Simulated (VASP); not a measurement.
Input of a VASP 6.6.1 run:

The input INCAR:

```
PREC = Accurate
ENCUT = 520
EDIFF = 1E-6
ISMEAR = 0
SIGMA = 0.02
LREAL = F
LASPH = T
NELM = 100
ALGO = Normal
ISIF = 2
LWAVE = F
LCHARG = T
GGA = PE
LELF = T
LVHAR = T
NBANDS = 36
```

Contents of KPOINTS:

```
Automatic mesh
0
Gamma
  12 12 2
```

The input POSCAR:

```
SiC
1.0
    3.0947360574      0.0000000000      0.0000000000
   -1.5473680287      2.6801200437      0.0000000000
    0.0000000000      0.0000000000     15.1881298545
Si C
6 6
Direct
    0.3333333333      0.6666666667      0.1422863724
    0.6666666667      0.3333333333      0.6422863724
    0.0000000000      0.0000000000      0.4755194283
    0.0000000000      0.0000000000      0.9755194283
    0.6666666667      0.3333333333      0.3087736127
    0.3333333333      0.6666666667      0.8087736127
    0.0000000000      0.0000000000      0.3501570151
    0.0000000000      0.0000000000      0.8501570151
    0.3333333333      0.6666666667      0.0173185554
    0.6666666667      0.3333333333      0.5173185554
    0.6666666667      0.3333333333      0.1838050062
    0.3333333333      0.6666666667      0.6838050062
```

Potentials or basis: VASP PAW PBE potentials, release 64 (Si, C).

The run is started by

```bash
$ cat potpaw_PBE.64/Si/POTCAR potpaw_PBE.64/C/POTCAR > POTCAR
$ mpirun -np 1 vasp_std > vasp.out
```

Task: What does it give for the largest force?

Result: 0.006 eV/Å.

Task: Estimate the pressure.

Result: 0.0 GPa.

Task: Predict the band gap on the k mesh.

Result: 2.03 eV (least direct gap 3.12 eV).

Forces in eV/Å, atoms in the order of the input:
```
Si   0.000  0.000  0.005
Si   0.000  0.000  0.005
Si   0.000  0.000 -0.003
Si   0.000  0.000 -0.003
Si   0.000  0.000  0.002
Si   0.000  0.000  0.002
C    0.000  0.000  0.004
C    0.000  0.000  0.004
C    0.000  0.000 -0.003
C    0.000  0.000 -0.003
C    0.000  0.000 -0.006
C    0.000  0.000 -0.006
```

A k mesh can miss the band edges.
